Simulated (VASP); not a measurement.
# Mg (R-3m) in VASP: further runs, part 2 of 2

VASP 6.6.1. The steps go on from the part before.

**4. Single point, PBEsol (shortest bond scaled by 0.88)**

The input, INCAR:

```
  ALGO = Normal
  EDIFF = 1E-6
  ENCUT = 520
  GGA = PS
  ISIF = 2
  ISMEAR = -1
  LASPH = T
  LCHARG = T
  LELF = T
  LREAL = F
  LVHAR = T
  LWAVE = F
  NBANDS = 9
  NELM = 60
  PREC = Accurate
  SIGMA = 0.05
```

The input, KPOINTS:

```
k-points
0
Gamma
  9 9 9
```

The input, POSCAR:

```
Mg
1.0
    0.0000000000      3.0606187252      3.0606187252
    3.0606187252      0.0000000000      3.0606187252
    3.0606187252      3.0606187252      0.0000000000
Mg
2
Direct
   -0.1700000000     -0.1100000000     -0.1100000000
    0.1700000000      0.1100000000      0.1100000000
```

Potentials or basis: VASP PAW PBE potentials, release 64 (Mg).

Started as:

```bash
cat potpaw_PBE.64/Mg/POTCAR > POTCAR
mpirun -np 1 vasp_std > vasp.out
```

OUTCAR:

```text
EDIFF = 1E-6
   ENCUT = 520
   GGA = PS
   ISIF = 2
   ISMEAR = -1
   LASPH = T
   LREAL = F
   NELM = 60
   PREC = Accurate

 ion  position               nearest neighbor table
   1  0.830  0.890  0.890-   2 2.33   2 2.77   2 2.77   2 2.77
   2  0.170  0.110  0.110-   1 2.33   1 2.77   1 2.77   1 2.77

  LATTYP: Found a face centered cubic cell.
 ALAT       =     6.1212374504

  Lattice vectors:

 A1 = (   0.0000000000,   3.0606187252,   3.0606187252)
 A2 = (   3.0606187252,   0.0000000000,   3.0606187252)
 A3 = (   3.0606187252,   3.0606187252,   0.0000000000)

Analysis of symmetry for initial positions (statically):
=====================================================================
 Subroutine PRICEL returns:
 Original cell was already a primitive cell.

 Routine SETGRP: Setting up the symmetry group for a
 face centered cubic supercell.

 Subroutine GETGRP returns: Found 12 space group operations
 (whereof  4 operations were pure point group operations)
 out of a pool of 48 trial point group operations.

The static configuration has the point symmetry C_2h.
 The point group associated with its full space group is D_3d.

Analysis of symmetry for dynamics (positions and initial velocities):
=====================================================================
 Subroutine PRICEL returns:
 Original cell was already a primitive cell.

 Routine SETGRP: Setting up the symmetry group for a
 face centered cubic supercell.

 Subroutine GETGRP returns: Found 12 space group operations
 (whereof  4 operations were pure point group operations)
 out of a pool of 48 trial point group operations.

The dynamic configuration has the point symmetry C_2h.
 The point group associated with its full space group is D_3d.

 Subroutine INISYM returns: Found 12 space group operations
 (whereof  4 operations are pure point group operations),
 and found     1 'primitive' translations

----------------------------------------------------------------------------------------

                                     Primitive cell

  volume of cell :      57.3400

  direct lattice vectors                    reciprocal lattice vectors
     0.000000000  3.060618725  3.060618725    -0.163365661  0.163365661  0.163365661
     3.060618725  0.000000000  3.060618725     0.163365661 -0.163365661  0.163365661
     3.060618725  3.060618725  0.000000000     0.163365661  0.163365661 -0.163365661

  length of vectors
     4.328368510  4.328368510  4.328368510     0.282957624  0.282957624  0.282957624

  position of ions in fractional coordinates (direct lattice)
     0.830000000  0.890000000  0.890000000
     0.170000000  0.110000000  0.110000000

  ion indices of the primitive-cell ions
   primitive index   ion index
                 1           1
                 2           2

----------------------------------------------------------------------------------------

 KPOINTS: k-points

Automatic generation of k-mesh.
 Grid dimensions read from file:
 generate k-points for:    9    9    9

 Generating k-lattice:

  Cartesian coordinates                     Fractional coordinates (reciprocal lattice)
    -0.018151740  0.018151740  0.018151740     0.111111111  0.000000000  0.000000000
     0.018151740 -0.018151740  0.018151740     0.000000000  0.111111111  0.000000000
     0.018151740  0.018151740 -0.018151740     0.000000000  0.000000000  0.111111111

  Length of vectors
     0.031439736  0.031439736  0.031439736

  Shift w.r.t. Gamma in fractional coordinates (k-lattice)
     0.000000000  0.000000000  0.000000000

 Subroutine IBZKPT returns following result:
 ===========================================

 Found     85 irreducible k-points:

 Following reciprocal coordinates:
            Coordinates               Weight
  0.000000  0.000000  0.000000      1.000000
  0.111111  0.000000  0.000000      2.000000
  0.000000  0.111111  0.000000      6.000000
  0.222222  0.000000  0.000000      2.000000
  0.000000  0.222222  0.000000      6.000000
  0.333333  0.000000  0.000000      2.000000
[... 16 lines left out ...]
 -0.333333  0.111111  0.000000      6.000000
  0.000000 -0.333333  0.111111     12.000000
 [... further k-points ...]
   k-points           NKPTS =     85   k-points in BZ     NKDIM =     85   number of bands    NBANDS=      9
   number of dos      NEDOS =    301   number of ions     NIONS =      2
   total plane-waves  NPLWV =  32768
   dimension x,y,z NGX =    32 NGY =   32 NGZ =   32
   dimension x,y,z NGXF=    64 NGYF=   64 NGZF=   64
   ions per type =               2
   NGX,Y,Z   is equivalent  to a cutoff of  12.29, 12.29, 12.29 a.u.
   NGXF,Y,Z  is equivalent  to a cutoff of  24.58, 24.58, 24.58 a.u.
 SYSTEM =  unknown system
   PREC   = accura    normal or accurate (medium, high low for compatibility)
   ISTART =      0    job   : 0-new  1-cont  2-samecut
   ICHARG =      2    charge: 1-file 2-atom 10-const
   ISPIN  =      1    spin polarized calculation?
   LNONCOLLINEAR =      F non collinear calculations
   LSORBIT =      F    spin-orbit coupling
   LASPH  =      T    aspherical Exc in radial PAW
   ENCUT  =  520.0 eV  38.22 Ry    6.18 a.u.   8.05  8.05  8.05*2*pi/ulx,y,z
   NELM   =     60;   NELMIN=  2; NELMDL= -5     # of ELM steps
   EDIFF  = 0.1E-05   stopping-criterion for ELM
   LREAL  =      F    real-space projection
   EDIFFG = 0.1E-04   stopping-criterion for IOM
   NSW    =      0    number of steps for IOM
   IBRION =     -1    ionic relax: 0-MD 1-quasi-New 2-CG
   NFREE  =      0    steps in history (QN), initial steepest desc. (CG)
   ISIF   =      2    stress and relaxation
   ISYM   =      2    0-nonsym 1-usesym 2-fastsym
   POTIM  = 0.5000    time-step for ionic-motion
   TEBEG  =    0.0;   TEEND  =   0.0 temperature during run
   PSTRESS=    0.0 pullay stress
   NELECT =       4.0000    total number of electrons
   NUPDOWN=      -1.0000    fix difference up-down
   EMIN   =  10.00;   EMAX   =-10.00  energy-range for DOS
   EFERMI =   0.00;   METHOD = LEGACY
   ISMEAR =    -1;   SIGMA  =   0.05  broadening in eV -4-tet -1-fermi 0-gaus
   EFERMI_NEDOS =   21; number of points for ismear=-14 and -15
   IALGO  =     38    algorithm
   IMIX   =      4    mixing-type and parameters
     AMIX     =   0.40;   BMIX     =  1.00
     AMIX_MAG =   1.60;   BMIX_MAG =  1.00
  volume/ion in A,a.u.               =      28.67       193.47
  Fermi-wavevector in a.u.,A,eV,Ry     =   0.673921  1.273526  6.179350  0.454169
  Thomas-Fermi vector in A             =   1.750485
   LORBIT       =      0    0 simple, 1 ext, 2 COOP (PROOUT), +10 PAW based schemes
   GGA     = PS    functional components
   LHFCALC =     F    Hartree Fock is set to
   AEXX    =    0.0000 exact exchange contribution
   IVDW    =     0    specifies the selected vdW correction
   LEPSILON=     F    determine dielectric tensor
   LRPA    =     F    only Hartree local field effects (RPA)
 non-spin polarized calculation
  energy-cutoff  :      520.00
  volume of cell :       57.34
 maximum number of plane-waves:      1560
   NGX = 17   NGY = 17   NGZ = 17

 number of electron       4.0000000 magnetization

 Free energy of the ion-electron system (eV)
  ---------------------------------------------------
  ext. energy  EPLUGINS =         0.00000000
  ---------------------------------------------------
  free energy    TOTEN  =        -1.18483217 eV

  energy without entropy =       -1.17780130  energy(sigma->0) =       -1.18131673

 E-fermi :   1.3287     XC(G=0):  -7.7349

 val. band max:        1.3226054811   @ k =  -0.2222   0.2222   0.0000
 cond. band min:       1.3512090195   @ k =   0.4444   0.3333   0.1111
 fundamental gap:      0.0286035384
 Fermi energy:         1.3286813515

 k-point     1 :       0.0000    0.0000    0.0000
  band No.  band energies     occupation
      1      -4.6988      2.00000
      2       5.0421      0.00000
      3       5.7265      0.00000
      4       5.7265      0.00000
      5       6.2260      0.00000
      6       6.2260      0.00000
      7       6.6739      0.00000
      8       9.5298      0.00000
      9       9.5308      0.00000

 k-point     2 :       0.1111    0.0000    0.0000
  band No.  band energies     occupation
      1      -4.5524      2.00000
      2       3.9399      0.00000
      3       5.2553      0.00000
      4       5.2553      0.00000
      5       6.8502      0.00000
      6       6.8930      0.00000
      7       6.8930      0.00000
      8       8.8317      0.00000
      9       8.8317      0.00000
[... 253 lines left out ...]
 k-point    24 :       0.0000   -0.3333    0.1111
  band No.  band energies     occupation
      1      -3.0236      2.00000
      2       0.1793      2.00000
      3       3.2311      0.00000
      4       4.4157      0.00000
      5       6.0750      0.00000
      6       6.8102      0.00000
      7       7.4405      0.00000
      8       9.5149      0.00000
      9       9.6939      0.00000

 [... further k-points ...]
[... 5 lines left out ...]
  --------------------------------------------------------------------------------------
  -------------------------------------------------------------------------------------
  Total        2.7475563      2.7475563      2.7475563     -1.9693239      1.9693239     -1.9693239
  in kB       76.7714052     76.7714052     76.7714052    -55.0262657     55.0262657    -55.0262657
  external PRESSURE =      76.7714052 kB  Pullay stress =       0.0000000 kB

 VOLUME and BASIS-vectors are now :
 -----------------------------------------------------------------------------
  energy-cutoff  :      520.00
  volume of cell :       57.34
      direct lattice vectors                 reciprocal lattice vectors
     0.000000000  3.060618725  3.060618725    -0.163365661  0.163365661  0.163365661
     3.060618725  0.000000000  3.060618725     0.163365661 -0.163365661  0.163365661
     3.060618725  3.060618725  0.000000000     0.163365661  0.163365661 -0.163365661

 POSITION                                       TOTAL-FORCE (eV/Angst)
 -----------------------------------------------------------------------------------
      5.44790      5.26426      5.26426        -1.167395      1.167395      1.167395
      0.67334      0.85697      0.85697         1.167395     -1.167395     -1.167395
 -----------------------------------------------------------------------------------
    total drift:                                0.000000     -0.000000      0.000000

  FREE ENERGIE OF THE ION-ELECTRON SYSTEM (eV)
  ---------------------------------------------------
  free  energy   TOTEN  =        -1.1848321704 eV

  energy  without entropy=       -1.1778012978  energy(sigma->0) =       -1.18131673
```

It took 16 s on 1 thread of Intel Xeon Platinum 8375C at 2.90GHz (Ice Lake), shared host; peak memory 0.19 GiB.

What came out:

```yaml
Free_energy: -1.1848 eV
Pressure: 7.7 GPa
Largest_force: 2.022 eV/Å
Band_gap_on_the_k_mesh: zero (bands 2 and 3 overlap by 4.62 eV)
```

Forces in eV/Å, atoms in the order of the input:
```
Mg  -1.167  1.167  1.167
Mg   1.167 -1.167 -1.167
```

Stress tensor (GPa, compression positive):
```
 7.68 -5.50 -5.50
-5.50  7.68  5.50
-5.50  5.50  7.68
```

Levels at points of the mesh, in eV from the Fermi level:
| k point | band 1 | band 2 | band 3 | band 4 | band 5 |
| --- | --- | --- | --- | --- | --- |
| (0.00, 0.00, 0.00) | -6.03 | 3.71 | 4.40 | 4.40 | 4.90 |

Caveat: the cell differs from its parent crystal (shortest bond scaled by 0.88); the cell stands under pressure; the PAW data sets were made with another functional, which shifts forces and pressure a little.

**5. The runs side by side**

| cell | gap on the mesh (eV) | pressure (GPa) | largest force (eV/Å) |
| --- | --- | --- | --- |
| as given, shortest bond scaled by 1.1 | none | 7.1 | 0.59 |
| as given, shortest bond scaled by 0.94 | none | 6.9 | 0.79 |
| as given, shortest bond scaled by 0.88 | none | 7.7 | 2.02 |

Some of these runs hold the atoms at other places in the same cell, which the table doesn't show; runs alike in all that it shows share one row.

Alike in all rows: task single point; level PBEsol; potentials or basis VASP PAW PBE potentials, release 64 (Mg); no spin polarisation; k mesh 9 × 9 × 9; cutoff (eV) 520; smearing fermi-dirac 0.05 eV.

Caveats: the cell stands under pressure; the PAW data sets were made with another functional, which shifts forces and pressure a little.

Absolute energies hang on the potentials; compare differences alone.

The gap in the log of VASP goes by the Fermi energy; the results here count the filled bands.